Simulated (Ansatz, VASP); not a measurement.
**ScAl2N3: VASP beside Ansatz**

```
Sc Al N
1.0
     4.62075    0.00000    0.00000
    -2.31038    4.00169    0.00000
     0.00000    0.00000    3.84972
Sc Al N
1 2 3
Cartesian
  0.0000 0.0000 1.9249
  0.0000 2.6678 0.0000
  2.3104 1.3339 0.0000
  0.0000 0.0000 0.0000
  0.0000 2.6678 1.9249
  2.3104 1.3339 1.9249
```

Alike in both runs: functional PBE; k mesh 12 × 12 × 10; occupations gaussian, width 0.1 eV; no spin polarisation.

Ansatz relaxed the structure, and its values are those at the end. VASP's run is a single point on that final structure, the one shown.

|  | VASP | Ansatz |
| --- | --- | --- |
| version | VASP 6.6.1 | Ansatz 0.2.0 |
| potentials or method | VASP PAW PBE potentials, release 64 (Sc_sv, Al, N), cutoff 520 eV | scalar-relativistic, plane waves, PAW |
| valence electrons in the cell | 32 | 32 |

Ansatz gave:

```
gap on the k mesh at the Fermi level (eV) : none
pressure (GPa)                            : 0.0
```

Which values does VASP return?

gap on the k mesh at the Fermi level (eV): none; pressure (GPa): 0.3.

A gap of «none» marks a metal or a gap that the smearing closes.
